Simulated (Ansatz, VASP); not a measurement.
## One calculation of Sn3Te, two programs

File INCAR:

```
ALGO = Fast
EDIFF = 1E-7
ENCUT = 520
GGA = PS
ISIF = 2
ISMEAR = -1
LASPH = True
LCHARG = False
LREAL = False
LWAVE = False
NBANDS = 32
NELM = 80
PREC = Accurate
SIGMA = 0.05
```

Contents of KPOINTS:

```
k-points
0
Gamma
  8 8 8
```

Contents of POSCAR:

```
Sn3Te
1.0
   -2.3009040000      2.3009040000      5.5164940000
    2.3009040000     -2.3009040000      5.5164940000
    2.3009040000      2.3009040000     -5.5164940000
Te Sn
1 3
Direct
    0.0000000000      0.0000000000      0.0000000000
    0.5000000000      0.5000000000      0.0000000000
    0.2500000000      0.7500000000      0.5000000000
    0.7500000000      0.2500000000      0.5000000000
```

Contents of input.yaml:

```yaml
crystal:
  lattice:
    - [-2.300904, 2.300904, 5.516494]
    - [2.300904, -2.300904, 5.516494]
    - [2.300904, 2.300904, -5.516494]
  atoms:
    - { symbol: Te, position: [0.0, 0.0, 0.0] }
    - { symbol: Sn, position: [0.5, 0.5, 0.0] }
    - { symbol: Sn, position: [0.25, 0.75, 0.5] }
    - { symbol: Sn, position: [0.75, 0.25, 0.5] }
hamiltonian:
  xc: pbesol
  pseudopotentials: { kind: paw }
kpoints:
  mp_grid: { grid: [8, 8, 8] }
  band_path:
    path:
      - [[0.0, 0.0, 0.0], [0.5, -0.5, 0.0], [0.5, -0.5, 0.0869842658], [0.2934921329, -0.2934921329, 0.2934921329], [0.0, 0.0, 0.0], [0.5, 0.5, -0.5], [0.7065078671, 0.2934921329, -0.2934921329], [0.5, 0.0, 0.0], [0.75, -0.25, -0.25], [0.9130157342, 0.0869842658, -0.5], [0.5, 0.5, -0.5]]
      - [[0.5, -0.5, 0.0], [0.75, -0.25, -0.25]]
    npoints: 14
scf:
  occupations: { method: fermi_dirac, width: 0.05 }
  n_extra_bands: 10
output:
  forces: true
  stress: true
  eigenvalues: true
  fatbands: true
```

Alike in both runs: functional PBEsol; k mesh 8 × 8 × 8; occupations fermi-dirac, width 0.05 eV; no spin polarisation.

|  | VASP | Ansatz |
| --- | --- | --- |
| version | VASP 6.6.1 | Ansatz 0.2.0 |
| potentials or method | VASP PAW PBE potentials, release 64 (Te, Sn_d) | Ansatz PAW |
| plane-wave cutoff (eV) | 520 | 420 |
| valence electrons in the cell | 48 | 58 |
| task | single point | band structure |

|  | VASP | Ansatz | Ansatz less VASP |
| --- | --- | --- | --- |
| gap on the k mesh at the Fermi level (eV) | none | none | - |
| pressure (GPa) | -3.1 | -3.0 | +0.02 |
| traceless stress, the component that is largest in VASP (GPa) | -0.08 | -0.08 | +0.007 |

VASP's potentials were made for PBE, not for PBEsol. A gap of «none» marks a metal or a gap that the smearing closes. VASP's potentials hold 48 valence electrons a cell and Ansatz's 58, so a difference there can come from the potentials and not from the codes.

Neither program's run includes spin-orbit coupling.
